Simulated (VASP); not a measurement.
Write the native input for VASP 6.6.1 that does the following.

```yaml
Task: single point
Functional: LDA
Potentials_or_basis: VASP PAW LDA potentials, release 64 (Ti_sv, Al)
Cutoff: 520 eV
k_mesh: 16 × 16 × 16
Occupations: gaussian, width 0.15 eV
Spin: no spin polarisation
Dipole_correction: no
Further_INCAR_settings: ALGO = Fast; EDIFF = 1e-06; NBANDS = 14
```

The structure of TiAl lies in POSCAR:

```
TiAl
1.0
    3.1417694680      0.0000000000      0.0000000000
    0.0000000000      3.1417694680      0.0000000000
    0.0000000000      0.0000000000      2.8109411430
Ti Al
1 1
Direct
    0.0000000000      0.0000000000      0.0000000000
    0.5000000000      0.5000000000      0.5000000000
```

One way to write it, as run:

INCAR

```
SYSTEM = TiAl
PREC = Accurate ; ENCUT = 520
EDIFF = 1E-6 ; ISMEAR = 0
SIGMA = 0.15 ; LREAL = .False.
LASPH = .True. ; NELM = 80
ALGO = Fast ; ISIF = 2
LWAVE = .False. ; LCHARG = .False.
NBANDS = 14
```

KPOINTS

```
regular mesh
0
Gamma
  16 16 16
  0 0 0
```

Potentials or basis: VASP PAW LDA potentials, release 64 (Ti_sv, Al).

Launch:

```bash
$ cat potpaw_LDA.64/Ti_sv/POTCAR potpaw_LDA.64/Al/POTCAR > POTCAR
$ mpirun -np 1 vasp_std > vasp.out
```

It gave:

The pressure is 15.0 GPa. The band gap on the k mesh is zero (an odd number of electrons rules out a gap without spin polarisation).

Caveat: the cell stands under pressure.

Run time: 2.4 min on 1 thread of Intel(R) Xeon(R) 6975P-C (Granite Rapids) (shared host), peak memory 0.26 GiB.
